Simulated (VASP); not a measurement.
Runs of VASP 6.6.1 on V. The structure is that of space group Fm-3m (No. 225), or close to it. The cells are those of the table. This isn't the form of V at room conditions, which is bcc.

```csv
task,cell,k mesh,cutoff (eV),gap on the mesh (eV),pressure (GPa),moment (μB)
single point,"a = 2.699 Å, angles 60.0°, 1 atom",23 × 23 × 23,520,none,(b),0.00
single point,"a = 2.803 Å, angles 60.0°, 1 atom",23 × 23 × 23,520,none,-15.8,0.00
relaxation of cell and atoms,"relaxed from a = 2.694 Å, angles 60.0°, 1 atom",14 × 14 × 14,600,none,0.0,0.00
single point,"a = 2.735 Å, angles 60.0°, 1 atom",23 × 23 × 23,520,none,-6.3,0.00
single point,"a = 2.663 Å, angles 60.0°, 1 atom",23 × 23 × 23,520,none,(a),0.00
single point,"a = 2.587 Å, angles 60.0°, 1 atom",23 × 23 × 23,520,none,29.0,0.00
single point,"a = 2.769 Å, angles 60.0°, 1 atom",23 × 23 × 23,520,none,-11.5,0.00
```

Alike in all rows: level PBE; potentials or basis VASP PAW PBE potentials, release 64 (V_sv); spin collinear, ferromagnetic start; smearing fermi-dirac 0.05 eV.

Estimate the missing entries.

(a) 7.9; (b) 0.1.

Caveats: the cell stands under tension (at least some runs); the cell stands under pressure (at least some runs).

A gap of «none» marks levels without a gap at the run's occupations.
